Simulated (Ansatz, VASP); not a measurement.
Two plane-wave programs on W

INCAR

```
  PREC = Accurate
  ENCUT = 520
  EDIFF = 1E-7
  ISMEAR = 0
  SIGMA = 0.15
  LREAL = False
  LASPH = True
  NELM = 80
  ALGO = Fast
  ISIF = 2
  LWAVE = False
  LCHARG = True
  GGA = PS
  LELF = True
  LVHAR = True
  NBANDS = 13
```

Contents of KPOINTS:

```
regular mesh
0
Gamma
  26 26 26
```

File POSCAR:

```
W
1.0
   -1.5771801398      1.5377506363      1.5771801398
    1.5771801398     -1.5377506363      1.5771801398
    1.5771801398      1.5377506363     -1.5771801398
W
1
Direct
    0.0000000000      0.0000000000      0.0000000000
```

Input for Ansatz:

```yaml
crystal:
  lattice:
    - [-1.5771801398, 1.5377506363, 1.5771801398]
    - [1.5771801398, -1.5377506363, 1.5771801398]
    - [1.5771801398, 1.5377506363, -1.5771801398]
  atoms:
    - { symbol: W, position: [0.0, 0.0, 0.0] }
basis:
  ecutwfc: 420
kpoints:
  mp_grid: { grid: [26, 26, 26] }
hamiltonian:
  xc: pbesol
scf:
  occupations: { method: gaussian, width: 0.15 }
output:
  forces: true
  stress: true
  eigenvalues: true
```

Change from the starting cell: strain -0.0250 x Voigt [0, 1, 0, 0, 0, 0], atoms carried along.

Alike in both runs: task single point; functional PBEsol; k mesh 26 × 26 × 26; occupations gaussian, width 0.15 eV; no spin polarisation.

|  | VASP | Ansatz |
| --- | --- | --- |
| version | VASP 6.6.1 | Ansatz 0.2.0 |
| potentials or method | VASP PAW PBE potentials, release 64 (W_sv), cutoff 520 eV | scalar-relativistic, plane waves, PAW |
| valence electrons in the cell | 14 | 14 |

|  | VASP | Ansatz | Ansatz less VASP |
| --- | --- | --- | --- |
| gap on the k mesh at the Fermi level (eV) | none | none | - |
| pressure (GPa) | 9.4 | 8.6 | -0.79 |
| traceless stress, the component that is largest in VASP (GPa) | 6.06 | 6.07 | +0.007 |

VASP's potentials were made for PBE, not for PBEsol. A gap of «none» marks a metal or a gap that the smearing closes. The functional is the same, so the differences come from potentials, cutoffs and numerics.

Spin-orbit coupling is off throughout.
